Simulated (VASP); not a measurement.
ZnO, 4 atoms in the cell. It takes space group P6_3/mmc (No. 194, hexagonal). Conventional cell: a = 3.337 Å, b = 3.337 Å, c = 7.130 Å, α = 90.00°, β = 90.00°, γ = 120.00°. Zn (site symmetry -6m2) has 3 O at 1.93 Å within 2.6 Å. O (site symmetry -6m2) has 3 Zn at 1.93 Å within 2.6 Å.  This cell differs from its parent crystal: strain +0.015 along x and y, +0.000 along z.

| Property | Result |
| --- | --- |
| Program | VASP 6.6.1 |
| Task | single point |
| Functional | PBEsol |
| Potentials or basis | VASP PAW PBE potentials, release 64 (Zn, O) |
| Cutoff | 520 eV |
| k mesh | 9 × 9 × 4 |
| Occupations | gaussian, width 0.05 eV |
| Spin | no spin polarisation |
| Dipole correction | no |
| Further INCAR settings | ALGO = Normal; EDIFF = 1e-06; NBANDS = 26 |

Potentials or basis: VASP PAW PBE potentials, release 64 (Zn, O).

Launch:

```console
$ cat potpaw_PBE.64/Zn/POTCAR potpaw_PBE.64/O/POTCAR > POTCAR
$ mpirun -np 1 vasp_std > vasp.out
```

Hardware: 1 thread of Intel Xeon 8259CL, with other jobs on the host.

Problem. How long does it take, and how much memory?

Solution. Wall time 110 s on 1 thread of Intel Xeon 8259CL, on a shared host, peak memory 0.22 GiB. Counts: scf iterations 15, k points 36.
